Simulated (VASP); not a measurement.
Write the native input for VASP 6.6.1 that does the following.

| Quantity | Value |
| --- | --- |
| Task | single point |
| Functional | PBE |
| Potentials or basis | VASP PAW PBE potentials, release 64 (Sb) |
| Cutoff | 520 eV |
| k mesh | 12 × 12 × 12 |
| Occupations | gaussian, width 0.018 eV |
| Spin | no spin polarisation |
| Dipole correction | no |
| Further INCAR settings | ALGO = Normal; EDIFF = 1e-06; NBANDS = 8 |

The structure of Sb lies in POSCAR:

```
Sb
1.0
   -1.5765401831      1.5765401831      2.7119384313
    1.5765401831     -1.5765401831      2.7119384313
    1.5765401831      1.5765401831     -2.7119384313
Sb
1
Direct
    0.0000000000      0.0000000000      0.0000000000
```

These files were run (other wordings do the same):

INCAR

```
SYSTEM = Sb
ALGO = Normal
EDIFF = 1E-6
ENCUT = 520
GGA = PE
ISIF = 2
ISMEAR = 0
LASPH = .TRUE.
LCHARG = .FALSE.
LREAL = .FALSE.
LWAVE = .FALSE.
NBANDS = 8
NELM = 100
PREC = Accurate
SIGMA = 0.018000000000000002
```

KPOINTS

```
k-points
0
G
  12 12 12
  0 0 0
```

Potentials or basis: VASP PAW PBE potentials, release 64 (Sb).

The run is started by

```console
$ cat potpaw_PBE.64/Sb/POTCAR > POTCAR
$ mpirun -np 1 vasp_std > vasp.out
```

It gave:

```yaml
Pressure: 1.7 GPa
```

Run time: 17 s on 1 thread of Intel(R) Xeon(R) 6975P-C (Granite Rapids), with other jobs on the host, peak memory 0.17 GiB.
